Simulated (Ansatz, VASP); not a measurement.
Two plane-wave programs on BN

```
CELL_PARAMETERS angstrom
0.00000 -1.80481 -1.80481
0.00000 1.80481 -1.80481
3.60963 0.00000 0.00000
ATOMIC_POSITIONS crystal
B 0.50000 0.50000 0.50000
B 0.00000 0.00000 0.00000
N 0.00000 0.50000 0.25000
N 0.50000 0.00000 0.75000
```

Alike in both runs: task single point; functional r2SCAN; k mesh 8 × 8 × 6; occupations gaussian, width 0.05 eV; no spin polarisation.

```csv
,VASP,Ansatz
version,VASP 6.6.1,Ansatz 0.2.0
potentials or method,"VASP PAW PBE potentials, release 64 (B, N), cutoff 520 eV","scalar-relativistic, plane waves, PAW"
valence electrons in the cell,16,16
```

|  | VASP | Ansatz | Ansatz less VASP |
| --- | --- | --- | --- |
| gap on the k mesh at the Fermi level (eV) | 4.98 | 5.00 | +0.021 |
| least direct gap on the mesh (eV) | 4.98 | 5.00 | +0.021 |
| pressure (GPa) | 1.1 | 0.0 | -1.11 |

VASP's potentials were made for PBE, not for r2SCAN.
